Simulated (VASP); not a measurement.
The system is GdO.

```
Gd O
1.0
     0.00000    2.66351    2.66351
     2.66351    0.00000    2.66351
     2.66351    2.66351    0.00000
Gd O
1 1
Direct
  0.00000 0.00000 0.00000
  0.75000 0.75000 0.75000
```

This cell differs from its parent crystal: volume scaled by 0.96.

Base run:

* Program: VASP 6.6.1
* Functional: PBE
* Potentials or basis: VASP PAW PBE potentials, release 64 (Gd, O)
* Cutoff: 520 eV
* k mesh: 9 × 9 × 9
* Occupations: fermi-dirac, width 0.05 eV
* Spin: collinear spin, ferromagnetic start
* Starting moments: [7.0, 0.0] μB

Its results: pressure 3.6 GPa; net moment 7.57 μB per cell; site moments Gd +6.88; O -0.02 μB.

**Question.** After a change of settings the same cell gave: pressure -3.8 GPa; net moment 6.85 μB per cell; site moments Gd +6.64; O -0.05 μB. Which change was it?
A. functional from PBE to r2SCAN; further incar settings from ALGO = Normal; EDIFF = 1e-06; NBANDS = 23 to ALGO = Normal; EDIFF = 1e-07; NBANDS = 23
B. functional from PBE to LDA
C. functional from PBE to PBEsol

**Answer.** B.

LDA binds more tightly than PBE, so the same cell stands under less pressure.

Caveats: a cell with one magnetic atom can't hold antiferromagnetic order, which such compounds often take; the PAW data sets were made with another functional, which shifts forces and pressure a little (some runs).
